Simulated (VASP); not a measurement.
# SnSe (e600) (Fm-3m) in VASP: single point with PBEsol

Aim: the single point of SnSe (e600) with PBEsol.

Program: VASP 6.6.1. These are calculated values, not measurements. Logs are shortened: lines on timing, memory, paths and dates and some standing lists are left out, and cuts for length are marked.

## 1. The cell of the first run

It takes space group Fm-3m (No. 225, cubic). Conventional cell: a = 5.945 Å, b = 5.945 Å, c = 5.945 Å, α = 90.00°, β = 90.00°, γ = 90.00°. Sn (site symmetry m-3m) has 6 Se at 2.97 Å within 3.9 Å. Within 3.9 Å of Se (site symmetry m-3m) lie 6 Sn at 2.97 Å.

## 2. Single point, PBEsol

INCAR reads:

```
SYSTEM = SnSe
ALGO = Normal ; EDIFF = 1E-6
ENCUT = 500 ; GGA = PS
GGA_COMPAT = .False. ; ISIF = 2
ISMEAR = 0 ; LASPH = .True.
LCHARG = .False. ; LREAL = .False.
LWAVE = .False. ; NBANDS = 17
NELM = 120 ; PREC = Accurate
SIGMA = 0.02
```

KPOINTS reads:

```
k-points
0
Gamma
  8 8 8
  0 0 0
```

POSCAR reads:

```
SnSe
1.0
    0.0000000000      2.9725906991      2.9725906991
    2.9725906991      0.0000000000      2.9725906991
    2.9725906991      2.9725906991      0.0000000000
Sn Se
1 1
Direct
    0.0000000000      0.0000000000      0.0000000000
    0.5000000000      0.5000000000      0.5000000000
```

Potentials or basis: VASP PAW PBE potentials, release 64 (Sn_d, Se).

The run is started by

```console
> cat potpaw_PBE.64/Sn_d/POTCAR potpaw_PBE.64/Se/POTCAR > POTCAR
> mpirun -np 1 vasp_std > vasp.out
```

OUTCAR:

```text
SYSTEM = SnSe
   EDIFF = 1E-6
   ENCUT = 500
   GGA = PS
   ISIF = 2
   ISMEAR = 0
   LASPH = .True.
   LREAL = .False.
   NELM = 120
   PREC = Accurate

 ion  position               nearest neighbor table
   1  0.000  0.000  0.000-   2 2.97   2 2.97   2 2.97   2 2.97   2 2.97   2 2.97
   2  0.500  0.500  0.500-   1 2.97   1 2.97   1 2.97   1 2.97   1 2.97   1 2.97

  LATTYP: Found a face centered cubic cell.
 ALAT       =     5.9451813982

  Lattice vectors:

 A1 = (   0.0000000000,   2.9725906991,   2.9725906991)
 A2 = (   2.9725906991,   0.0000000000,   2.9725906991)
 A3 = (   2.9725906991,   2.9725906991,   0.0000000000)

Analysis of symmetry for initial positions (statically):
=====================================================================
 Subroutine PRICEL returns:
 Original cell was already a primitive cell.

 Routine SETGRP: Setting up the symmetry group for a
 face centered cubic supercell.

 Subroutine GETGRP returns: Found 48 space group operations
 (whereof 48 operations were pure point group operations)
 out of a pool of 48 trial point group operations.

The static configuration has the point symmetry O_h .

Analysis of symmetry for dynamics (positions and initial velocities):
=====================================================================
 Subroutine PRICEL returns:
 Original cell was already a primitive cell.

 Routine SETGRP: Setting up the symmetry group for a
 face centered cubic supercell.

 Subroutine GETGRP returns: Found 48 space group operations
 (whereof 48 operations were pure point group operations)
 out of a pool of 48 trial point group operations.

The dynamic configuration has the point symmetry O_h .

 Subroutine INISYM returns: Found 48 space group operations
 (whereof 48 operations are pure point group operations),
 and found     1 'primitive' translations

----------------------------------------------------------------------------------------

                                     Primitive cell

  volume of cell :      52.5334

  direct lattice vectors                    reciprocal lattice vectors
     0.000000000  2.972590699  2.972590699    -0.168203446  0.168203446  0.168203446
     2.972590699  0.000000000  2.972590699     0.168203446 -0.168203446  0.168203446
     2.972590699  2.972590699  0.000000000     0.168203446  0.168203446 -0.168203446

[... 73 lines left out ...]
 SYSTEM =  SnSe
   PREC   = accura    normal or accurate (medium, high low for compatibility)
   ISTART =      0    job   : 0-new  1-cont  2-samecut
   ICHARG =      2    charge: 1-file 2-atom 10-const
   ISPIN  =      1    spin polarized calculation?
   LNONCOLLINEAR =      F non collinear calculations
   LSORBIT =      F    spin-orbit coupling
   LASPH  =      T    aspherical Exc in radial PAW
   ENCUT  =  500.0 eV  36.75 Ry    6.06 a.u.   7.66  7.66  7.66*2*pi/ulx,y,z
   NELM   =    120;   NELMIN=  2; NELMDL= -5     # of ELM steps
   EDIFF  = 0.1E-05   stopping-criterion for ELM
   LREAL  =      F    real-space projection
   EDIFFG = 0.1E-04   stopping-criterion for IOM
   NSW    =      0    number of steps for IOM
   IBRION =     -1    ionic relax: 0-MD 1-quasi-New 2-CG
   NFREE  =      0    steps in history (QN), initial steepest desc. (CG)
   ISIF   =      2    stress and relaxation
   ISYM   =      2    0-nonsym 1-usesym 2-fastsym
   POTIM  = 0.5000    time-step for ionic-motion
   TEBEG  =    0.0;   TEEND  =   0.0 temperature during run
   PSTRESS=    0.0 pullay stress
   NELECT =      20.0000    total number of electrons
   NUPDOWN=      -1.0000    fix difference up-down
   EMIN   =  10.00;   EMAX   =-10.00  energy-range for DOS
   EFERMI =   0.00;   METHOD = LEGACY
   ISMEAR =     0;   SIGMA  =   0.02  broadening in eV -4-tet -1-fermi 0-gaus
   EFERMI_NEDOS =   21; number of points for ismear=-14 and -15
   IALGO  =     38    algorithm
   IMIX   =      4    mixing-type and parameters
     AMIX     =   0.40;   BMIX     =  1.00
     AMIX_MAG =   1.60;   BMIX_MAG =  1.00
  volume/ion in A,a.u.               =      26.27       177.26
  Fermi-wavevector in a.u.,A,eV,Ry     =   1.186514  2.242187 19.154508  1.407817
  Thomas-Fermi vector in A             =   2.322686
   LORBIT       =      0    0 simple, 1 ext, 2 COOP (PROOUT), +10 PAW based schemes
   GGA     = PS    functional components
   LHFCALC =     F    Hartree Fock is set to
   AEXX    =    0.0000 exact exchange contribution
   IVDW    =     0    specifies the selected vdW correction
   LEPSILON=     F    determine dielectric tensor
   LRPA    =     F    only Hartree local field effects (RPA)
 non-spin polarized calculation
 Gauss-broadening in eV      SIGMA  =   0.02
  energy-cutoff  :      500.00
  volume of cell :       52.53
 maximum number of plane-waves:      1363
   NGX = 15   NGY = 15   NGZ = 15

 number of electron      20.0000006 magnetization

 Free energy of the ion-electron system (eV)
  ---------------------------------------------------
  ext. energy  EPLUGINS =         0.00000000
  ---------------------------------------------------
  free energy    TOTEN  =        -8.98552440 eV

  energy without entropy =       -8.98552440  energy(sigma->0) =       -8.98552440

 E-fermi :   5.8443     XC(G=0):  -9.9466

 val. band max:        5.7518216621   @ k =   0.5000   0.0000   0.0000
 cond. band min:       6.5009026295   @ k =  -0.3750   0.1250   0.0000
 fundamental gap:      0.7490809674
 Fermi energy:         5.8442877151

 k-point     1 :       0.0000    0.0000    0.0000
  band No.  band energies     occupation
      1     -15.6160      2.00000
      2     -15.6160      2.00000
      3     -15.6150      2.00000
      4     -15.6150      2.00000
      5     -15.6150      2.00000
      6      -8.2751      2.00000
[... 457 lines left out ...]
      4     -15.6045      2.00000
      5     -15.5982      2.00000
      6      -7.0844      2.00000
[... 9 lines left out ...]
     16      16.6933      0.00000
     17      16.7880      0.00000

 [... further k-points ...]
[... 5 lines left out ...]
  --------------------------------------------------------------------------------------
  -------------------------------------------------------------------------------------
  Total        0.0090514      0.0090514      0.0090514     -0.0000000     -0.0000000     -0.0000000
  in kB        0.2760530      0.2760530      0.2760530     -0.0000000     -0.0000000     -0.0000000
  external PRESSURE =       0.2760530 kB  Pullay stress =       0.0000000 kB

 VOLUME and BASIS-vectors are now :
 -----------------------------------------------------------------------------
  energy-cutoff  :      500.00
  volume of cell :       52.53
      direct lattice vectors                 reciprocal lattice vectors
     0.000000000  2.972590699  2.972590699    -0.168203446  0.168203446  0.168203446
     2.972590699  0.000000000  2.972590699     0.168203446 -0.168203446  0.168203446
     2.972590699  2.972590699  0.000000000     0.168203446  0.168203446 -0.168203446

 POSITION                                       TOTAL-FORCE (eV/Angst)
 -----------------------------------------------------------------------------------
      0.00000      0.00000      0.00000        -0.000000      0.000000      0.000000
      2.97259      2.97259      2.97259         0.000000     -0.000000     -0.000000
 -----------------------------------------------------------------------------------
    total drift:                                0.000000     -0.000000     -0.000000

  FREE ENERGIE OF THE ION-ELECTRON SYSTEM (eV)
  ---------------------------------------------------
  free  energy   TOTEN  =        -8.9855243963 eV

  energy  without entropy=       -8.9855243963  energy(sigma->0) =       -8.98552440
```

It took 8.2 s on 1 thread of Intel Xeon 6975P-C (Granite Rapids), shared host; peak memory 0.18 GiB.

What came out:

```yaml
Free_energy: -8.9855 eV
Pressure: 0.0 GPa
Band_gap_on_the_k_mesh: 0.75 eV, indirect (least direct gap 0.82 eV)
```

Levels at points of the mesh, in eV from the valence-band top:
```tsv
k point	band 8	band 9	band 10	band 11	band 12	band 13
(0.00, 0.00, 0.00)	-2.18	-2.18	-2.18	4.54	4.54	4.54
(0.50, 0.00, 0.00)	-1.92	-1.92	0.00	0.82	1.30	1.30
(0.50, 0.50, 0.00)	-5.65	-3.71	-3.71	2.91	5.65	5.65
```

Caveat: the PAW data sets were made with another functional, which shifts forces and pressure a little; spin-orbit coupling is left out, which moves the levels of the heavy elements. A k mesh can miss the band edges.
